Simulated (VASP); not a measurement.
# KZnF3 (Cmmm) in VASP: a series of runs, part 2 of 2

VASP 6.6.1.

### Step 3. Single point, r2SCAN (strain +0.0125 x Voigt [0, 0, 0, 0, 0, 1])

Input file POSCAR:

```
KZnF3
1.0
    4.0500000000      0.0253125000      0.0000000000
    0.0253125000      4.0500000000      0.0000000000
    0.0000000000      0.0000000000      4.0500000000
K Zn F
1 1 3
Direct
    0.0000000000      0.0000000000      0.0000000000
    0.5000000000      0.5000000000      0.5000000000
    0.5000000000      0.5000000000      0.0000000000
    0.0000000000      0.5000000000      0.5000000000
    0.5000000000      0.0000000000      0.5000000000
```

Input file INCAR.step1:

```
SYSTEM = KZnF3
ALGO     = Normal         ! electronic algorithm
EDIFF    = 1E-4           ! SCF threshold, eV
ENCUT    = 520            ! plane-wave cutoff, eV
GGA      = PE             ! functional
ISMEAR   = 0              ! smearing method
LASPH    = .True.         ! aspherical terms in the spheres
LCHARG   = .False.        ! write CHGCAR
LREAL    = .False.        ! projectors in reciprocal space
LWAVE    = .True.         ! write WAVECAR
NBANDS   = 29             ! bands
NELM     = 80             ! most SCF steps
PREC     = Accurate       ! precision mode
SIGMA    = 0.05           ! smearing width, eV
```

Input file INCAR.step2:

```
SYSTEM = KZnF3
ALGO     = Normal         ! electronic algorithm
EDIFF    = 1E-7           ! SCF threshold, eV
ENCUT    = 520            ! plane-wave cutoff, eV
ISIF     = 2              ! what is computed and relaxed
ISMEAR   = 0              ! smearing method
ISTART   = 1            
LASPH    = .True.         ! aspherical terms in the spheres
LCHARG   = .True.         ! write CHGCAR
LELF     = .True.         ! ELF
LMIXTAU  = .True.       
LREAL    = .False.        ! projectors in reciprocal space
LVHAR    = .True.       
LWAVE    = .False.        ! write WAVECAR
METAGGA  = R2SCAN         ! meta-GGA
NBANDS   = 29             ! bands
NELM     = 80             ! most SCF steps
PREC     = Accurate       ! precision mode
SIGMA    = 0.05           ! smearing width, eV
```

Input file KPOINTS:

```
k-points
0
Gamma
  6 6 6
  0 0 0
```

Potentials or basis: VASP PAW PBE potentials, release 64 (K_sv, Zn, F).

Started as:

```console
$ cat potpaw_PBE.64/K_sv/POTCAR potpaw_PBE.64/Zn/POTCAR potpaw_PBE.64/F/POTCAR > POTCAR
$ cp INCAR.step1 INCAR
$ mpirun -np 1 vasp_std > vasp.out
$ cp INCAR.step2 INCAR
$ mpirun -np 1 vasp_std > vasp.out
```

OUTCAR:

```text
SYSTEM = KZnF3
   EDIFF = 1E-7
   ENCUT = 520
   ISIF = 2
   ISMEAR = 0
   ISTART = 1
   LASPH = .True.
   LREAL = .False.
   METAGGA = R2SCAN
   NELM = 80
   PREC = Accurate

 ion  position               nearest neighbor table
   1  0.000  0.000  0.000-   3 2.85   3 2.85
   2  0.500  0.500  0.500-   3 2.02   3 2.02   5 2.03   4 2.03   5 2.03   4 2.03
   3  0.500  0.500  0.000-   2 2.02   2 2.02   1 2.85   1 2.85
   4  0.000  0.500  0.500-   2 2.03   2 2.03
   5  0.500  0.000  0.500-   2 2.03   2 2.03

  LATTYP: Found a base centered orthorhombic cell.
 ALAT       =     5.6917676468
 B/A-ratio  =     1.0125786164
 C/A-ratio  =     0.7115539936

  Lattice vectors:

 A1 = (  -0.0253125000,  -4.0500000000,   0.0000000000)
 A2 = (   4.0500000000,   0.0253125000,   0.0000000000)
 A3 = (   0.0000000000,   0.0000000000,   4.0500000000)

Analysis of symmetry for initial positions (statically):
=====================================================================
 Subroutine PRICEL returns:
 Original cell was already a primitive cell.

 Routine SETGRP: Setting up the symmetry group for a
 base centered orthorhombic supercell.

 Subroutine GETGRP returns: Found  8 space group operations
 (whereof  8 operations were pure point group operations)
 out of a pool of  8 trial point group operations.

The static configuration has the point symmetry D_2h.

Analysis of symmetry for dynamics (positions and initial velocities):
=====================================================================
 Subroutine PRICEL returns:
 Original cell was already a primitive cell.

 Routine SETGRP: Setting up the symmetry group for a
 base centered orthorhombic supercell.

 Subroutine GETGRP returns: Found  8 space group operations
 (whereof  8 operations were pure point group operations)
 out of a pool of  8 trial point group operations.

The dynamic configuration has the point symmetry D_2h.

 Subroutine INISYM returns: Found  8 space group operations
 (whereof  8 operations are pure point group operations),
 and found     1 'primitive' translations

----------------------------------------------------------------------------------------

                                     Primitive cell

  volume of cell :      66.4275

  direct lattice vectors                    reciprocal lattice vectors
     4.050000000  0.025312500  0.000000000     0.246923226 -0.001543270  0.000000000
     0.025312500  4.050000000  0.000000000    -0.001543270  0.246923226  0.000000000
     0.000000000  0.000000000  4.050000000     0.000000000  0.000000000  0.246913580

  length of vectors
     4.050079101  4.050079101  4.050000000     0.246928048  0.246928048  0.246913580

  position of ions in fractional coordinates (direct lattice)
     0.000000000  0.000000000  0.000000000
     0.500000000  0.500000000  0.500000000
     0.500000000  0.500000000  0.000000000
     0.000000000  0.500000000  0.500000000
     0.500000000  0.000000000  0.500000000

  ion indices of the primitive-cell ions
   primitive index   ion index
                 1           1
                 2           2
                 3           3
                 4           4
                 5           5

----------------------------------------------------------------------------------------

 KPOINTS: k-points

Automatic generation of k-mesh.
 Grid dimensions read from file:
 generate k-points for:    6    6    6

 Generating k-lattice:

  Cartesian coordinates                     Fractional coordinates (reciprocal lattice)
     0.041153871 -0.000257212  0.000000000     0.166666667  0.000000000  0.000000000
    -0.000257212  0.041153871  0.000000000     0.000000000  0.166666667  0.000000000
     0.000000000  0.000000000  0.041152263     0.000000000  0.000000000  0.166666667

  Length of vectors
     0.041154675  0.041154675  0.041152263

  Shift w.r.t. Gamma in fractional coordinates (k-lattice)
     0.000000000  0.000000000  0.000000000

 Subroutine IBZKPT returns following result:
 ===========================================

 Found     52 irreducible k-points:

 Following reciprocal coordinates:
            Coordinates               Weight
  0.000000  0.000000  0.000000      1.000000
  0.166667  0.000000  0.000000      4.000000
  0.333333  0.000000  0.000000      4.000000
  0.500000  0.000000  0.000000      2.000000
  0.166667  0.166667  0.000000      2.000000
  0.333333  0.166667  0.000000      4.000000
[... 16 lines left out ...]
  0.333333  0.333333  0.166667      4.000000
  0.500000  0.333333  0.166667      8.000000
 [... further k-points ...]
   k-points           NKPTS =     52   k-points in BZ     NKDIM =     52   number of bands    NBANDS=     29
   number of dos      NEDOS =    301   number of ions     NIONS =      5
   total plane-waves  NPLWV =  27000
   dimension x,y,z NGX =    30 NGY =   30 NGZ =   30
   dimension x,y,z NGXF=    60 NGYF=   60 NGZF=   60
   ions per type =               1   1   3
   NGX,Y,Z   is equivalent  to a cutoff of  12.31, 12.31, 12.31 a.u.
   NGXF,Y,Z  is equivalent  to a cutoff of  24.63, 24.63, 24.63 a.u.
 SYSTEM =  KZnF3
   PREC   = accura    normal or accurate (medium, high low for compatibility)
   ISTART =      1    job   : 0-new  1-cont  2-samecut
   ICHARG =      0    charge: 1-file 2-atom 10-const
   ISPIN  =      1    spin polarized calculation?
   LNONCOLLINEAR =      F non collinear calculations
   LSORBIT =      F    spin-orbit coupling
   LASPH  =      T    aspherical Exc in radial PAW
   ENCUT  =  520.0 eV  38.22 Ry    6.18 a.u.   7.53  7.53  7.53*2*pi/ulx,y,z
   NELM   =     80;   NELMIN=  2; NELMDL=  0     # of ELM steps
   EDIFF  = 0.1E-06   stopping-criterion for ELM
   LREAL  =      F    real-space projection
   EDIFFG = 0.1E-05   stopping-criterion for IOM
   NSW    =      0    number of steps for IOM
   IBRION =     -1    ionic relax: 0-MD 1-quasi-New 2-CG
   NFREE  =      0    steps in history (QN), initial steepest desc. (CG)
   ISIF   =      2    stress and relaxation
   ISYM   =      2    0-nonsym 1-usesym 2-fastsym
   POTIM  = 0.5000    time-step for ionic-motion
   TEBEG  =    0.0;   TEEND  =   0.0 temperature during run
   PSTRESS=    0.0 pullay stress
   NELECT =      42.0000    total number of electrons
   NUPDOWN=      -1.0000    fix difference up-down
   EMIN   =  10.00;   EMAX   =-10.00  energy-range for DOS
   EFERMI =   0.00;   METHOD = LEGACY
   ISMEAR =     0;   SIGMA  =   0.05  broadening in eV -4-tet -1-fermi 0-gaus
   EFERMI_NEDOS =   21; number of points for ismear=-14 and -15
   IALGO  =     38    algorithm
   IMIX   =      4    mixing-type and parameters
     AMIX     =   0.40;   BMIX     =  1.00
     AMIX_MAG =   1.60;   BMIX_MAG =  1.00
  volume/ion in A,a.u.               =      13.29        89.66
  Fermi-wavevector in a.u.,A,eV,Ry     =   1.405104  2.655262 26.862228  1.974318
  Thomas-Fermi vector in A             =   2.527599
   LORBIT       =      0    0 simple, 1 ext, 2 COOP (PROOUT), +10 PAW based schemes
   METAGGA = R2SCAN    functional components
   LHFCALC =     F    Hartree Fock is set to
   AEXX    =    0.0000 exact exchange contribution
   IVDW    =     0    specifies the selected vdW correction
   LEPSILON=     F    determine dielectric tensor
   LRPA    =     F    only Hartree local field effects (RPA)
 non-spin polarized calculation
 Gauss-broadening in eV      SIGMA  =   0.05
  energy-cutoff  :      520.00
  volume of cell :       66.43
 maximum number of plane-waves:      1811
   NGX = 15   NGY = 15   NGZ = 15

 number of electron      41.9999979 magnetization

 Free energy of the ion-electron system (eV)
  ---------------------------------------------------
  ext. energy  EPLUGINS =         0.00000000
  ---------------------------------------------------
  free energy    TOTEN  =       -38.35505936 eV

  energy without entropy =      -38.35505936  energy(sigma->0) =      -38.35505936

 E-fermi :  -0.9102     XC(G=0): -10.4733

 val. band max:       -1.2380093990   @ k =   0.5000   0.5000   0.5000
 cond. band min:       3.3401677655   @ k =   0.0000   0.0000   0.0000
 fundamental gap:      4.5781771645
 Fermi energy:        -0.9101691220

 k-point     1 :       0.0000    0.0000    0.0000
  band No.  band energies     occupation
      1     -29.4181      2.00000
      2     -24.0834      2.00000
      3     -23.4868      2.00000
      4     -23.4858      2.00000
      5     -12.1440      2.00000
      6     -12.1393      2.00000
[... 757 lines left out ...]
     28      11.5643      0.00000
     29      12.2059      0.00000

 [... further k-points ...]
[... 5 lines left out ...]
  --------------------------------------------------------------------------------------
  -------------------------------------------------------------------------------------
  Total        0.0195313      0.0195313      0.0139737     -0.1951535      0.0000000      0.0000000
  in kB        0.4710789      0.4710789      0.3370353     -4.7069416      0.0000000      0.0000000
  external PRESSURE =       0.4263977 kB  Pullay stress =       0.0000000 kB

 VOLUME and BASIS-vectors are now :
 -----------------------------------------------------------------------------
  energy-cutoff  :      520.00
  volume of cell :       66.43
      direct lattice vectors                 reciprocal lattice vectors
     4.050000000  0.025312500  0.000000000     0.246923226 -0.001543270  0.000000000
     0.025312500  4.050000000  0.000000000    -0.001543270  0.246923226  0.000000000
     0.000000000  0.000000000  4.050000000     0.000000000  0.000000000  0.246913580

 POSITION                                       TOTAL-FORCE (eV/Angst)
 -----------------------------------------------------------------------------------
      0.00000      0.00000      0.00000         0.000000     -0.000000      0.000000
      2.03766      2.03766      2.02500        -0.000000      0.000000      0.000000
      2.03766      2.03766      0.00000        -0.000000     -0.000000      0.000000
      0.01266      2.02500      2.02500         0.000000     -0.000000      0.000000
      2.02500      0.01266      2.02500         0.000000     -0.000000      0.000000
 -----------------------------------------------------------------------------------
    total drift:                                0.000000      0.000000     -0.000000

  FREE ENERGIE OF THE ION-ELECTRON SYSTEM (eV)
  ---------------------------------------------------
  free  energy   TOTEN  =       -38.3550593618 eV

  energy  without entropy=      -38.3550593618  energy(sigma->0) =      -38.35505936
```

It took 2.6 min on 1 thread of AMD EPYC 9R45 (Zen 5), shared host; peak memory 0.2 GiB.

Results:

| Property | Result |
| --- | --- |
| Free energy | -38.3551 eV |
| Pressure | 0.0 GPa |
| Band gap on the k mesh | 4.58 eV (least direct gap 6.54 eV) |

Stress tensor (GPa, compression positive):
```
 0.05 -0.47  0.00
-0.47  0.05  0.00
 0.00  0.00  0.03
```

Levels at points of the mesh, in eV from the valence-band top:
```
           k point  band 18  band 19  band 20  band 21  band 22  band 23  band 24  band 25
(0.00, 0.00, 0.00)    -2.20    -2.00    -1.98    -1.96     4.58     9.29     9.29    10.27
(0.50, 0.00, 0.00)    -2.16    -1.79    -1.79    -1.51     7.35     9.02    10.27    11.88
(0.50, 0.50, 0.00)    -1.87    -1.87    -1.64     0.00     8.84    10.82    10.99    11.01
(0.00, 0.00, 0.50)    -2.12    -1.79    -1.79    -1.51     7.35     9.02    10.27    11.81
(0.50, 0.00, 0.50)    -1.87    -1.87    -1.65     0.00     8.84    10.82    11.00    11.00
(0.50, 0.50, 0.50)    -1.63    -1.63     0.00     0.00     9.15     9.20     9.25    11.17
```

Caveat: the cell differs from its parent crystal (strain +0.0125 x Voigt [0, 0, 0, 0, 0, 1]); the PAW data sets were made with another functional, which shifts forces and pressure a little. A k mesh can miss the band edges.
